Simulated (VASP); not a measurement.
Crystal: Sn4S.

```xyz
5
Lattice="-3.1922 3.1922 3.1922 3.1922 -3.1922 3.1922 3.1922 3.1922 -3.1922" Properties=species:S:1:pos:R:3 pbc="T T T"
Sn    1.5961    1.5961   -1.5961
Sn   -1.5961    1.5961    1.5961
Sn    1.5961    1.5961    1.5961
Sn    1.5961   -1.5961    1.5961
S     0.0000    0.0000    0.0000
```

| Item | Value |
| --- | --- |
| Program | VASP 6.6.1 |
| Task | relaxation of cell and atoms |
| Functional | PBE |
| Potentials or basis | VASP PAW PBE potentials, release 64 (Sn_d, S) |
| Cutoff | 600 eV |
| k mesh | 4 × 4 × 4 |
| Occupations | gaussian, width 0.1 eV |
| Spin | no spin polarisation |

At the start: pressure 7.0 GPa; volume 26.02 Å³/atom.

Task: Where does the relaxation end?

Result: Over 3 steps the energy falls by 65.0 meV/atom and the volume is 29.35 Å³/atom (+12.8 %); space group Im-3m (No. 229, to 0.05 Å).

Step by step:
| step | energy change (eV) | largest force (eV/Å) | pressure (GPa) | volume (Å³) |
| --- | --- | --- | --- | --- |
| 1 | 0.0000 | 0.0000 | 6.97 | 130.12 |
| 2 | -0.2963 | 0.0000 | -1.51 | 152.63 |
| 3 | -0.3248 | 0.0000 | 0.03 | 146.76 |

Final structure:
```yaml
crystal:
  lattice:
    - [-3.32288, 3.32288, 3.32288]
    - [3.32288, -3.32288, 3.32288]
    - [3.32288, 3.32288, -3.32288]
  atoms:
    - { symbol: Sn, position: [0.00000, 0.00000, 0.50000] }
    - { symbol: Sn, position: [0.50000, 0.00000, 0.00000] }
    - { symbol: Sn, position: [0.50000, 0.50000, 0.50000] }
    - { symbol: Sn, position: [0.00000, 0.50000, 0.00000] }
    - { symbol: S, position: [0.00000, 0.00000, 0.00000] }
```
